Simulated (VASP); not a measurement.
A run of VASP 6.6.1 is set up as follows.

File INCAR:

```
SYSTEM = BN
  PREC = Accurate
  ENCUT = 600
  EDIFF = 1E-6
  ISMEAR = 0
  SIGMA = 0.05
  LREAL = .FALSE.
  LASPH = .TRUE.
  NELM = 120
  ALGO = Normal
  ISIF = 2
  LWAVE = .FALSE.
  LCHARG = .TRUE.
  GGA = PE
  LELF = .TRUE.
  LVHAR = .TRUE.
  NBANDS = 11
  GGA_COMPAT = .FALSE.
```

KPOINTS

```
Automatic mesh
0
G
  10 10 10
  0 0 0
```

POSCAR

```
BN
1.0
    0.0000000000      1.7509782209      1.9260760430
    1.7509782209      0.0000000000      1.9260760430
    1.7509782209      1.7509782209      0.0000000000
B N
1 1
Direct
    0.0000000000      0.0000000000      0.0000000000
    0.2500000000      0.2500000000      0.2500000000
```

Potentials or basis: VASP PAW PBE potentials, release 64 (B, N).

Launch:

```bash
$ cat potpaw_PBE.64/B/POTCAR potpaw_PBE.64/N/POTCAR > POTCAR
$ mpirun -np 1 vasp_std > vasp.out
```

(1) Estimate the pressure.

(2) Estimate the band gap on the k mesh.

Results:

(1) 3.0 GPa.

(2) 3.59 eV, indirect (least direct gap 8.30 eV).
